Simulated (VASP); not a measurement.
The system is Sb.

```xyz
1
Lattice="-1.5765 1.5765 2.7119 1.5765 -1.5765 2.7119 1.5765 1.5765 -2.7119" Properties=species:S:1:pos:R:3 pbc="T T T"
Sb    0.0000    0.0000    0.0000
```

```yaml
Program: VASP 6.6.1
Task: relaxation of cell and atoms
Functional: PBE
Potentials_or_basis: VASP PAW PBE potentials, release 64 (Sb)
Cutoff: 600 eV
k_mesh: 12 × 12 × 12
Occupations: fermi-dirac, width 0.05 eV
Spin: no spin polarisation
```

At the start: pressure 1.7 GPa; volume 26.96 Å³/atom.

Problem. Where does the relaxation end?

Solution. Over 8 steps the energy falls by 6.0 meV/atom and the volume is 27.53 Å³/atom (+2.1 %); space group I4/mmm (No. 139, to 0.1 Å) before and after.

The path:
| step | energy change (eV) | largest force (eV/Å) | pressure (GPa) | volume (Å³) |
| --- | --- | --- | --- | --- |
| 1 | 0.0000 | 0.0000 | 1.67 | 26.96 |
| 2 | -0.0028 | 0.0000 | -0.86 | 28.07 |
| 3 | -0.0038 | 0.0000 | -0.04 | 27.68 |
| 4 | -0.0040 | 0.0000 | -0.05 | 27.67 |
| 5 | -0.0048 | 0.0000 | -0.05 | 27.63 |
| 6 | -0.0059 | 0.0000 | 0.02 | 27.54 |
| 7 | -0.0059 | 0.0000 | 0.05 | 27.52 |
| 8 | -0.0060 | 0.0000 | 0.03 | 27.53 |

Final structure:
```cif
data_structure
_symmetry_space_group_name_H-M 'P 1'
_symmetry_Int_Tables_number 1
_cell_length_a 3.4960
_cell_length_b 3.4960
_cell_length_c 3.4960
_cell_angle_alpha 125.112
_cell_angle_beta 125.112
_cell_angle_gamma 81.352
_cell_volume 27.53
loop_
_atom_site_label
_atom_site_type_symbol
_atom_site_fract_x
_atom_site_fract_y
_atom_site_fract_z
_atom_site_occupancy
Sb1 Sb 0.00000 0.00000 0.00000 1
```
